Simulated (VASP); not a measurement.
**Sb: electric field gradients with PBEsol**

Sb:

```xyz
1
Lattice="3.0960 0.0000 0.0000 0.0000 3.0960 0.0000 0.0000 0.0000 3.0960" Properties=species:S:1:pos:R:3 pbc="T T T"
Sb    0.0000    0.0000    0.0000
```

This cell differs from its parent crystal: volume scaled by 0.9405.

```yaml
Program: VASP 6.6.1
Task: electric field gradients
Functional: PBEsol
Potentials_or_basis: VASP PAW PBE potentials, release 64 (Sb)
Cutoff: 520 eV
k_mesh: 13 × 13 × 13
Occupations: fermi-dirac, width 0.05 eV
Spin: no spin polarisation
Dipole_correction: no
Further_INCAR_settings: ALGO = Normal; EDIFF = 1e-08; NBANDS = 8
```

The pressure is -2.0 GPa.

Levels at points of the mesh, in eV from the Fermi level:
```tsv
k point	band 1	band 2	band 3	band 4	band 5	band 6
(0.00, 0.00, 0.00)	-12.50	3.22	3.22	3.22	6.90	6.90
```

Wall time 5.1 s on 1 thread of Intel(R) Xeon(R) 6975P-C (Granite Rapids) (shared host), peak memory 0.14 GiB.

Caveat: without QUAD_EFG the Cq values of the log hold for a quadrupole moment of 1 mb, not for the nuclei; the PAW data sets were made with another functional, which shifts forces and pressure a little; spin-orbit coupling is left out, which moves the levels of the heavy elements.
